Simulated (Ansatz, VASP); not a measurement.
**One calculation of Si, two programs**

```
CELL_PARAMETERS angstrom
0.00000 2.71675 2.71675
2.71675 0.00000 2.71675
2.71675 2.71675 0.00000
ATOMIC_POSITIONS crystal
Si 0.50000 0.50000 0.50000
Si 0.75000 0.75000 0.75000
```

Alike in both runs: functional PBEsol; k mesh 12 × 12 × 12; no spin polarisation.

Ansatz relaxed the structure, and its values are those at the end. VASP's run is a single point on that final structure, the one shown.

|  | VASP | Ansatz |
| --- | --- | --- |
| version | VASP 6.6.1 | Ansatz 0.2.0 |
| potentials or method | VASP PAW PBE potentials, release 64 (Si), cutoff 520 eV | scalar-relativistic, plane waves, PAW |
| occupations | gaussian, width 0.01 eV | fixed |
| valence electrons in the cell | 8 | 8 |

Ansatz gave:

* gap on the k mesh at the Fermi level (eV): 0.46
* least direct gap on the mesh (eV): 2.52
* pressure (GPa): 0.0

Question: Estimate VASP's values.

Answer: gap on the k mesh at the Fermi level (eV): 0.46; least direct gap on the mesh (eV): 2.52; pressure (GPa): 0.1.

VASP's potentials were made for PBE, not for PBEsol.
